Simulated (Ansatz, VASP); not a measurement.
# Two plane-wave programs on Sr3Cl4

```
Sr Cl
1.0
     5.94981    0.07419    0.02943
     0.07430    5.95065   -0.02046
     0.02924   -0.02018    5.95310
Sr Cl
3 4
Direct
  0.50121 0.00001 0.99897
  0.99833 0.49892 0.99963
  0.00053 0.00032 0.49955
  0.99933 0.50025 0.49940
  0.50101 0.00174 0.49956
  0.49876 0.49987 0.00302
  0.00083 0.99889 0.99987
```

Change from the starting cell: cell x1, atoms moved at random (sigma 0.1 Å) and cell strained at random (1.5 %), then relaxed without symmetry.

Alike in both runs: functional PBE; k mesh 4 × 4 × 4; occupations gaussian, width 0.2 eV; no spin polarisation.

Ansatz relaxed the structure, and its values are those at the end. VASP's run is a single point on that final structure, the one shown.

|  | VASP | Ansatz |
| --- | --- | --- |
| version | VASP 6.6.1 | Ansatz 0.2.0 |
| potentials or method | VASP PAW PBE potentials, release 64 (Sr_sv, Cl), cutoff 520 eV | scalar-relativistic, plane waves, PAW |
| valence electrons in the cell | 58 | 58 |

```tsv
	VASP	Ansatz	Ansatz less VASP
gap on the k mesh at the Fermi level (eV)	none	none	-
pressure (GPa)	0.1	0.0	-0.12
rms of the force components (eV/Å)	0.009	0.009	0.0000
```

A gap of «none» marks a metal or a gap that the smearing closes.
